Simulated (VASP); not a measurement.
# SnSe2 (P-3m1) in VASP: a series of runs

SnSe2 is run at these levels: PBE+D3(BJ); tasks: single point.

Everything below comes from runs of VASP 6.6.1. Logs are shortened: lines on timing, memory, paths and dates and some standing lists are left out, and cuts for length are marked.

**1. The cell of the first run**

Symmetry: P-3m1, No. 164, trigonal system. The conventional cell has a = 3.797 Å, b = 3.797 Å, c = 7.129 Å, α = 90.00°, β = 90.00°, γ = 120.00°. Within 3.8 Å of Sn (site symmetry -3m) lie 6 Se at 2.89 Å and 6 Sn at 3.80 Å. Within 3.8 Å of Se (site symmetry 3m) lie 3 Sn at 2.89 Å and 6 Se at 3.80 Å.

**2. Single point, PBE+D3(BJ) (29.68 Å³/atom)**

INCAR reads:

```
SYSTEM = SnSe2
PREC     = Accurate       ! precision mode
ENCUT    = 500            ! plane-wave cutoff, eV
EDIFF    = 1E-6           ! SCF threshold, eV
ISMEAR   = 0              ! smearing method
SIGMA    = 0.03           ! smearing width, eV
LREAL    = .False.        ! projectors in reciprocal space
LASPH    = .True.         ! aspherical terms in the spheres
NELM     = 120            ! most SCF steps
ALGO     = Normal         ! electronic algorithm
ISIF     = 2              ! what is computed and relaxed
LWAVE    = .False.        ! write WAVECAR
LCHARG   = .True.         ! write CHGCAR
GGA      = PE             ! functional
IVDW     = 12             ! dispersion correction
LELF     = .True.         ! ELF
LVHAR    = .True.       
NBANDS   = 20             ! bands
GGA_COMPAT= .False.
```

KPOINTS reads:

```
Automatic mesh
0
Gamma
  12 12 6
  0 0 0
```

POSCAR reads:

```
SnSe2
1.0
    3.7973420980      0.0000000000      0.0000000000
   -1.8986710490      3.2885947237      0.0000000000
    0.0000000000      0.0000000000      7.1291300547
Sn Se
1 2
Direct
    0.0000000000      0.0000000000      0.0000000000
    0.3333333333      0.6666666667      0.2651331237
    0.6666666667      0.3333333333      0.7348668763
```

Potentials or basis: VASP PAW PBE potentials, release 64 (Sn_d, Se).

On the command line:

```
$ cat potpaw_PBE.64/Sn_d/POTCAR potpaw_PBE.64/Se/POTCAR > POTCAR
$ mpirun -np 1 vasp_std > vasp.out
```

OUTCAR:

```text
SYSTEM = SnSe2
   PREC = Accurate
   ENCUT = 500
   EDIFF = 1E-6
   ISMEAR = 0
   LREAL = .False.
   LASPH = .True.
   NELM = 120
   ISIF = 2
   GGA = PE
   IVDW = 12
 IVDW          = 12

 ion  position               nearest neighbor table
   1  0.000  0.000  0.000-   2 2.89   3 2.89   2 2.89   3 2.89   3 2.89   2 2.89
   2  0.333  0.667  0.265-   1 2.89   1 2.89   1 2.89
   3  0.667  0.333  0.735-   1 2.89   1 2.89   1 2.89

  LATTYP: Found a hexagonal cell.
 ALAT       =     3.7973420980
 C/A-ratio  =     1.8774000000

  Lattice vectors:

 A1 = (   3.7973420980,   0.0000000000,   0.0000000000)
 A2 = (  -1.8986710490,   3.2885947237,   0.0000000000)
 A3 = (   0.0000000000,   0.0000000000,   7.1291300547)

Analysis of symmetry for initial positions (statically):
=====================================================================
 Subroutine PRICEL returns:
 Original cell was already a primitive cell.

 Routine SETGRP: Setting up the symmetry group for a
 hexagonal supercell.

 Subroutine GETGRP returns: Found 12 space group operations
 (whereof 12 operations were pure point group operations)
 out of a pool of 24 trial point group operations.

The static configuration has the point symmetry D_3d.

Analysis of symmetry for dynamics (positions and initial velocities):
=====================================================================
 Subroutine PRICEL returns:
 Original cell was already a primitive cell.

 Routine SETGRP: Setting up the symmetry group for a
 hexagonal supercell.

 Subroutine GETGRP returns: Found 12 space group operations
 (whereof 12 operations were pure point group operations)
 out of a pool of 24 trial point group operations.

The dynamic configuration has the point symmetry D_3d.

 Subroutine INISYM returns: Found 12 space group operations
 (whereof 12 operations are pure point group operations),
 and found     1 'primitive' translations

----------------------------------------------------------------------------------------

                                     Primitive cell

  volume of cell :      89.0280

  direct lattice vectors                    reciprocal lattice vectors
     3.797342098  0.000000000  0.000000000     0.263342089  0.152040626  0.000000000
    -1.898671049  3.288594724  0.000000000     0.000000000  0.304081252  0.000000000
     0.000000000  0.000000000  7.129130055     0.000000000  0.000000000  0.140269569

  length of vectors
     3.797342098  3.797342098  7.129130055     0.304081252  0.304081252  0.140269569

  position of ions in fractional coordinates (direct lattice)
     0.000000000  0.000000000  0.000000000
     0.333333333  0.666666667  0.265133124
     0.666666667  0.333333333  0.734866876

  ion indices of the primitive-cell ions
   primitive index   ion index
                 1           1
                 2           2
                 3           3

----------------------------------------------------------------------------------------

 KPOINTS: Automatic mesh

Automatic generation of k-mesh.
 Grid dimensions read from file:
 generate k-points for:   12   12    6

 Generating k-lattice:

  Cartesian coordinates                     Fractional coordinates (reciprocal lattice)
     0.021945174  0.012670052  0.000000000     0.083333333  0.000000000  0.000000000
     0.000000000  0.025340104  0.000000000     0.000000000  0.083333333  0.000000000
     0.000000000  0.000000000  0.023378261     0.000000000  0.000000000  0.166666667

  Length of vectors
     0.025340104  0.025340104  0.023378261

  Shift w.r.t. Gamma in fractional coordinates (k-lattice)
     0.000000000  0.000000000  0.000000000

 Subroutine IBZKPT returns following result:
 ===========================================

 Found    100 irreducible k-points:

 Following reciprocal coordinates:
            Coordinates               Weight
  0.000000  0.000000  0.000000      1.000000
  0.083333  0.000000  0.000000      6.000000
  0.166667  0.000000  0.000000      6.000000
  0.250000  0.000000  0.000000      6.000000
  0.333333  0.000000  0.000000      6.000000
  0.416667  0.000000  0.000000      6.000000
[... 16 lines left out ...]
  0.166667  0.000000  0.166667      6.000000
  0.000000  0.166667  0.166667      6.000000
 [... further k-points ...]
   k-points           NKPTS =    100   k-points in BZ     NKDIM =    100   number of bands    NBANDS=     20
   number of dos      NEDOS =    301   number of ions     NIONS =      3
   total plane-waves  NPLWV =  42336
   dimension x,y,z NGX =    28 NGY =   28 NGZ =   54
   dimension x,y,z NGXF=    56 NGYF=   56 NGZF=  108
   ions per type =               1   2
   NGX,Y,Z   is equivalent  to a cutoff of  12.26, 12.26, 12.59 a.u.
   NGXF,Y,Z  is equivalent  to a cutoff of  24.52, 24.52, 25.18 a.u.
 SYSTEM =  SnSe2
   PREC   = accura    normal or accurate (medium, high low for compatibility)
   ISTART =      0    job   : 0-new  1-cont  2-samecut
   ICHARG =      2    charge: 1-file 2-atom 10-const
   ISPIN  =      1    spin polarized calculation?
   LNONCOLLINEAR =      F non collinear calculations
   LSORBIT =      F    spin-orbit coupling
   LASPH  =      T    aspherical Exc in radial PAW
   ENCUT  =  500.0 eV  36.75 Ry    6.06 a.u.   6.92  6.92 13.00*2*pi/ulx,y,z
   NELM   =    120;   NELMIN=  2; NELMDL= -5     # of ELM steps
   EDIFF  = 0.1E-05   stopping-criterion for ELM
   LREAL  =      F    real-space projection
   EDIFFG = 0.1E-04   stopping-criterion for IOM
   NSW    =      0    number of steps for IOM
   IBRION =     -1    ionic relax: 0-MD 1-quasi-New 2-CG
   NFREE  =      0    steps in history (QN), initial steepest desc. (CG)
   ISIF   =      2    stress and relaxation
   ISYM   =      2    0-nonsym 1-usesym 2-fastsym
   POTIM  = 0.5000    time-step for ionic-motion
   TEBEG  =    0.0;   TEEND  =   0.0 temperature during run
   PSTRESS=    0.0 pullay stress
   NELECT =      26.0000    total number of electrons
   NUPDOWN=      -1.0000    fix difference up-down
   EMIN   =  10.00;   EMAX   =-10.00  energy-range for DOS
   EFERMI =   0.00;   METHOD = LEGACY
   ISMEAR =     0;   SIGMA  =   0.03  broadening in eV -4-tet -1-fermi 0-gaus
   EFERMI_NEDOS =   21; number of points for ismear=-14 and -15
   IALGO  =     38    algorithm
   IMIX   =      4    mixing-type and parameters
     AMIX     =   0.40;   BMIX     =  1.00
     AMIX_MAG =   1.60;   BMIX_MAG =  1.00
  volume/ion in A,a.u.               =      29.68       200.26
  Fermi-wavevector in a.u.,A,eV,Ry     =   1.086152  2.052529 16.051134  1.179725
  Thomas-Fermi vector in A             =   2.222282
   LORBIT       =      0    0 simple, 1 ext, 2 COOP (PROOUT), +10 PAW based schemes
   GGA     = PE    functional components
   LHFCALC =     F    Hartree Fock is set to
   AEXX    =    0.0000 exact exchange contribution
   IVDW    =    12    specifies the selected vdW correction
   LEPSILON=     F    determine dielectric tensor
   LRPA    =     F    only Hartree local field effects (RPA)
 non-spin polarized calculation
 Gauss-broadening in eV      SIGMA  =   0.03
  energy-cutoff  :      500.00
  volume of cell :       89.03
 maximum number of plane-waves:      2282
   NGX = 13   NGY = 13   NGZ = 25

 number of electron      25.9999996 magnetization

 Free energy of the ion-electron system (eV)
  ---------------------------------------------------
  ext. energy  EPLUGINS =         0.00000000
  ---------------------------------------------------
  free energy    TOTEN  =       -11.28499231 eV

  energy without entropy =      -11.28407313  energy(sigma->0) =      -11.28453272

 E-fermi :   3.1589     XC(G=0):  -8.9122

 val. band max:        3.1577453906   @ k =   0.1667   0.0000   0.0000
 cond. band min:       3.1734704176   @ k =   0.3333   0.3333   0.0000
 fundamental gap:      0.0157250270
 Fermi energy:         3.1588506346

 k-point     1 :       0.0000    0.0000    0.0000
  band No.  band energies     occupation
      1     -18.3491      2.00000
      2     -18.3491      2.00000
      3     -18.2865      2.00000
      4     -18.2767      2.00000
      5     -18.2767      2.00000
      6     -10.0934      2.00000
[... 12 lines left out ...]
     19      11.4313      0.00000
     20      12.2215      0.00000

 k-point     2 :       0.0833    0.0000    0.0000
  band No.  band energies     occupation
      1     -18.3498      2.00000
      2     -18.3461      2.00000
      3     -18.2848      2.00000
      4     -18.2790      2.00000
      5     -18.2772      2.00000
      6     -10.0342      2.00000
[... 12 lines left out ...]
     19      11.3865      0.00000
     20      11.6975      0.00000

 k-point     3 :       0.1667    0.0000    0.0000
  band No.  band energies     occupation
      1     -18.3520      2.00000
      2     -18.3377      2.00000
      3     -18.2852      2.00000
      4     -18.2799      2.00000
      5     -18.2783      2.00000
      6      -9.8630      2.00000
[... 12 lines left out ...]
     19      11.2385      0.00000
     20      11.7436      0.00000

 k-point     4 :       0.2500    0.0000    0.0000
  band No.  band energies     occupation
      1     -18.3555      2.00000
      2     -18.3263      2.00000
      3     -18.2933      2.00000
      4     -18.2799      2.00000
      5     -18.2729      2.00000
      6      -9.6003      2.00000
[... 12 lines left out ...]
     19      11.4691      0.00000
     20      11.9373      0.00000

 k-point     5 :       0.3333    0.0000    0.0000
  band No.  band energies     occupation
      1     -18.3598      2.00000
      2     -18.3149      2.00000
      3     -18.3011      2.00000
      4     -18.2814      2.00000
      5     -18.2655      2.00000
      6      -9.2877      2.00000
[... 12 lines left out ...]
     19      11.3102      0.00000
     20      12.6458      0.00000
[... 353 lines left out ...]
      6     -10.0058      2.00000
[... 12 lines left out ...]
     19      11.2059      0.00000
     20      11.8775      0.00000

 k-point    22 :       0.0000    0.0833    0.1667
  band No.  band energies     occupation
      1     -18.3498      2.00000
      2     -18.3461      2.00000
      3     -18.2848      2.00000
      4     -18.2790      2.00000
      5     -18.2772      2.00000
      6     -10.0058      2.00000
[... 12 lines left out ...]
     19      11.1973      0.00000
     20      11.7673      0.00000

 k-point    23 :       0.1667    0.0000    0.1667
  band No.  band energies     occupation
      1     -18.3520      2.00000
      2     -18.3377      2.00000
      3     -18.2852      2.00000
      4     -18.2799      2.00000
      5     -18.2783      2.00000
      6      -9.8353      2.00000
[... 12 lines left out ...]
     19      11.4048      0.00000
     20      11.6643      0.00000

 k-point    24 :       0.0000    0.1667    0.1667
  band No.  band energies     occupation
      1     -18.3520      2.00000
      2     -18.3377      2.00000
      3     -18.2852      2.00000
      4     -18.2799      2.00000
      5     -18.2783      2.00000
      6      -9.8355      2.00000
[... 12 lines left out ...]
     19      11.0336      0.00000
     20      11.3343      0.00000

 [... further k-points ...]

------------------------ aborting loop because EDIFF is reached ----------------------------------------

 Edisp (eV)   -0.93528

 E8    (eV) :    -0.4096

  FORCE on cell =-STRESS in cart. coord.  units (eV):
  Direction    XX          YY          ZZ          XY          YZ          ZX
  --------------------------------------------------------------------------------------
  -------------------------------------------------------------------------------------
  Total      -1.55189    -1.55189    -7.74127     0.00000     0.00000     0.00000
  in kB     -27.92841   -27.92841  -139.31443     0.00000     0.00000     0.00000
  external pressure =      -65.06 kB  Pullay stress =        0.00 kB

 VOLUME and BASIS-vectors are now :
 -----------------------------------------------------------------------------
  energy-cutoff  :      500.00
  volume of cell :       89.03
      direct lattice vectors                 reciprocal lattice vectors
     3.797342098  0.000000000  0.000000000     0.263342089  0.152040626  0.000000000
    -1.898671049  3.288594724  0.000000000     0.000000000  0.304081252  0.000000000
     0.000000000  0.000000000  7.129130055     0.000000000  0.000000000  0.140269569

 POSITION                                       TOTAL-FORCE (eV/Angst)
 -----------------------------------------------------------------------------------
      0.00000      0.00000      0.00000         0.000000      0.000000     -0.000000
     -0.00000      2.19240      1.89017        -0.000000      0.000000     -1.743416
      1.89867      1.09620      5.23896         0.000000     -0.000000      1.743416
 -----------------------------------------------------------------------------------
    total drift:                               -0.000000      0.000000      0.000000

  FREE ENERGIE OF THE ION-ELECTRON SYSTEM (eV)
  ---------------------------------------------------
  free  energy   TOTEN  =       -12.2202711898 eV

  energy  without entropy=      -12.2193520075  energy(sigma->0) =      -12.21981160
```

It took 80 s on 1 thread of AMD EPYC 9R45 (Zen 5), shared host; peak memory 0.28 GiB.

What came out:

* Free energy: -12.2203 eV
* Pressure: -6.5 GPa
* Largest force: 1.743 eV/Å
* Band gap on the k mesh: zero (bands 13 and 14 overlap by 0.52 eV)
* Dispersion energy per atom: -0.312 eV

Forces in eV/Å, atoms in the order of the input:
```
Sn   0.000  0.000  0.000
Se   0.000  0.000 -1.743
Se   0.000  0.000  1.743
```

Caveat: the stress differs along the axes, from -14 to -3 GPa; semilocal functionals underestimate gaps, and a narrow one can read as zero; spin-orbit coupling is left out, which moves the levels of the heavy elements; forces of over 1 eV/Å act on the atoms, so gaps and moduli don't describe the material at rest.

**3. Single point, PBE+D3(BJ) (29.68 Å³/atom)**

INCAR reads:

```
ALGO = Normal
EDIFF = 1E-6
ENCUT = 500
GGA = PE
GGA_COMPAT = False
ISIF = 2
ISMEAR = 0
IVDW = 12
LASPH = True
LCHARG = False
LREAL = False
LWAVE = False
NBANDS = 20
NELM = 120
PREC = Accurate
SIGMA = 0.03
```

KPOINTS reads:

```
k-points
0
Gamma
  12 12 6
```

POSCAR reads:

```
SnSe2
1.0
    4.2012602728      0.0000000000      0.0000000000
   -2.1006301364      3.6383981241      0.0000000000
    0.0000000000      0.0000000000      5.8242071161
Sn Se
1 2
Direct
    0.0000000000      0.0000000000      0.0000000000
    0.3333333333      0.6666666667      0.2651331237
    0.6666666667      0.3333333333      0.7348668763
```

Potentials or basis: VASP PAW PBE potentials, release 64 (Sn_d, Se).

On the command line:

```
$ cat potpaw_PBE.64/Sn_d/POTCAR potpaw_PBE.64/Se/POTCAR > POTCAR
$ mpirun -np 1 vasp_std > vasp.out
```

It took 78 s on 1 thread of AMD EPYC 9R45 (Zen 5), shared host; peak memory 0.29 GiB.

The run converged. Its results:

* Free energy: -12.4846 eV
* Pressure: -6.8 GPa
* Largest force: 0.289 eV/Å
* Band gap on the k mesh: zero (bands 13 and 14 overlap by 0.03 eV)
* Dispersion energy per atom: -0.312 eV

Forces on the atoms (eV/Å):
```
Sn   0.000  0.000  0.000
Se   0.000  0.000 -0.289
Se   0.000  0.000  0.289
```

Stress tensor (GPa, compression positive):
```
-8.30  0.00  0.00
 0.00 -8.30  0.00
 0.00  0.00 -3.83
```

Levels at points of the mesh, in eV from the Fermi level:
```
           k point  band 11  band 12  band 13  band 14  band 15  band 16
(0.00, 0.00, 0.00)    -1.18    -1.18    -0.60     0.01     2.02     3.61
(0.50, 0.00, 0.00)    -2.76    -1.48    -0.62     0.55     2.92     4.25
(0.00, 0.00, 0.50)    -1.44    -0.87    -0.87     1.04     1.76     3.14
(0.50, 0.00, 0.50)    -1.72    -1.32    -1.29     0.53     3.60     4.53
```

Caveat: the cell stands under tension; semilocal functionals underestimate gaps, and a narrow one can read as zero; spin-orbit coupling is left out, which moves the levels of the heavy elements.

[end of part 1 of 4]
